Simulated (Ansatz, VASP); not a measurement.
**Two plane-wave programs on H**

```
H
1.0
     2.70219   -2.64391    0.00000
     2.70219    2.64391    0.00000
     0.00000    0.00000    4.20395
H
4
Direct
  0.95330 0.04670 0.06851
  0.45330 0.54670 0.43149
  0.54670 0.45330 0.56851
  0.04670 0.95330 0.93149
```

Change from the starting cell: strain +0.030 along x and y, +0.015 along z, atoms carried along.

Alike in both runs: task single point; functional PBEsol; k mesh 6 × 6 × 6; occupations gaussian, width 0.05 eV; no spin polarisation.

|  | VASP | Ansatz |
| --- | --- | --- |
| version | VASP 6.6.1 | Ansatz 0.2.0 |
| potentials or method | VASP PAW PBE potentials, release 64 (H), cutoff 520 eV | scalar-relativistic, plane waves, PAW |
| valence electrons in the cell | 4 | 4 |

Ansatz gave:

```
gap on the k mesh at the Fermi level (eV) : 9.10
least direct gap on the mesh (eV)         : 9.66
pressure (GPa)                            : 0.0
rms of the force components (eV/Å)        : 0.010
```

Question: Estimate VASP's values.

Answer: gap on the k mesh at the Fermi level (eV): 9.10; least direct gap on the mesh (eV): 9.66; pressure (GPa): -0.1; rms of the force components (eV/Å): 0.012.

VASP's potentials were made for PBE, not for PBEsol. Atom by atom the forces differ by 0.002 eV/Å (rms over components). With one functional, cell and mesh, what is left measures potentials, basis and numerics.
